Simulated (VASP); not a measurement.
# Fe: single point with PBE

Crystal: Fe.

```
Fe
1.0
     0.00000    3.55700    3.55700
     1.77850    0.00000    1.77850
     1.77850    1.77850    0.00000
Fe
2
Direct
  0.00000 0.00000 0.00000
  0.50000 0.00000 0.00000
```

This isn't the form of Fe at room conditions, which is bcc.

```
Program                : VASP 6.6.1
Task                   : single point
Functional             : PBE
Potentials or basis    : VASP PAW PBE potentials, release 64 (Fe)
Cutoff                 : 520 eV
k mesh                 : 6 × 12 × 12
Occupations            : gaussian, width 0.1 eV
Spin                   : collinear spin, ferromagnetic start
Starting moments       : [4.0, 4.0] μB
Dipole correction      : no
Further INCAR settings : ALGO = Normal; EDIFF = 1e-07; NBANDS = 19; ISYM = 0
```

- Pressure: 7.8 GPa
- Net moment: 4.62 μB per cell
- Site moments: Fe +2.30 μB
- Valence electrons inside the program's atomic spheres: Fe 7.29

Levels at points of the mesh, in eV from the Fermi level:
Spin up:
```
           k point  band 7  band 8  band 9  band 10  band 11  band 12  band 13  band 14
(0.00, 0.00, 0.00)   -2.32   -1.24   -1.24    -0.21    -0.21    -0.05     6.76    21.04
(0.50, 0.00, 0.00)   -2.16   -2.16   -1.05    -1.05    -1.05    -1.05    14.83    14.83
(0.00, 0.50, 0.00)   -0.21   -0.21   -0.05     0.11     0.11     2.73     6.76    10.05
(0.00, 0.00, 0.50)   -0.21   -0.21   -0.05     0.11     0.11     2.73     6.76    10.05
(0.00, 0.50, 0.50)   -0.21   -0.21   -0.05     0.11     0.11     2.73     6.76    10.05
(0.50, 0.50, 0.00)   -1.48   -1.48   -0.13    -0.13     2.86     2.86     9.13     9.13
(0.50, 0.00, 0.50)   -1.48   -1.48   -0.13    -0.13     2.86     2.86     9.13     9.13
(0.50, 0.50, 0.50)   -1.48   -1.48   -0.13    -0.13     2.86     2.86     9.13     9.13
```
Spin down:
```csv
k point,band 2,band 3,band 4,band 5,band 6,band 7,band 8,band 9,band 10,band 11
"(0.00, 0.00, 0.00)",-3.73,-0.25,-0.25,-0.25,-0.22,-0.22,0.10,1.49,1.49,2.35
"(0.50, 0.00, 0.00)",-6.11,-0.93,-0.93,0.07,0.07,0.07,0.07,1.53,1.53,1.53
"(0.00, 0.50, 0.00)",-3.53,-2.78,-0.22,-0.22,0.10,2.35,2.35,2.48,2.50,2.50
"(0.00, 0.00, 0.50)",-3.53,-2.78,-0.22,-0.22,0.10,2.35,2.35,2.48,2.50,2.50
"(0.00, 0.50, 0.50)",-3.53,-2.78,-0.22,-0.22,0.10,2.35,2.35,2.48,2.50,2.50
"(0.50, 0.50, 0.00)",-2.87,-2.00,-2.00,-0.53,-0.53,0.97,0.97,2.42,2.42,4.39
"(0.50, 0.00, 0.50)",-2.87,-2.00,-2.00,-0.53,-0.53,0.97,0.97,2.42,2.42,4.39
"(0.50, 0.50, 0.50)",-2.87,-2.00,-2.00,-0.53,-0.53,0.97,0.97,2.42,2.42,4.39
```

Wall time 8 min on 1 thread of Intel Xeon 8259CL (shared host), peak memory 0.36 GiB.

Caveat: the cell stands under pressure.
